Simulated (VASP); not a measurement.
Write the native input for VASP 6.6.1 that does the following.

```
Task                   : single point
Functional             : PBEsol
Potentials or basis    : VASP PAW PBE potentials, release 64 (Ag)
Cutoff                 : 520 eV
k mesh                 : 13 × 13 × 13
Occupations            : fermi-dirac, width 0.1 eV
Spin                   : no spin polarisation
Dipole correction      : no
Further INCAR settings : ALGO = Normal; EDIFF = 1e-07; NBANDS = 12
```

The structure of Ag lies in POSCAR:

```
Ag
1.0
    2.6119467915      0.0000000000      0.0000000000
    0.0000000000      2.6119467915      0.0000000000
    0.0000000000      0.0000000000      2.6119467915
Ag
1
Direct
    0.0000000000      0.0000000000      0.0000000000
```

This cell differs from its parent crystal: volume scaled by 0.92.

These files were run (other wordings do the same):

INCAR

```
SYSTEM = Ag
PREC = Accurate
ENCUT = 520
EDIFF = 1E-7
ISMEAR = -1
SIGMA = 0.1
LREAL = .False.
LASPH = .True.
NELM = 100
ALGO = Normal
ISIF = 2
LWAVE = .False.
LCHARG = .False.
GGA = PS
NBANDS = 12
```

KPOINTS

```
Automatic mesh
0
Gamma
  13 13 13
  0 0 0
```

Potentials or basis: VASP PAW PBE potentials, release 64 (Ag).

The run is started by

```bash
$ cat potpaw_PBE.64/Ag/POTCAR > POTCAR
$ mpirun -np 1 vasp_std > vasp.out
```

It gave:

* Pressure: 9.0 GPa

Caveat: the PAW data sets were made with another functional, which shifts forces and pressure a little.

It took 4.9 s on 1 thread of Intel(R) Xeon(R) 6975P-C (Granite Rapids), with other jobs on the host, peak memory 0.13 GiB.
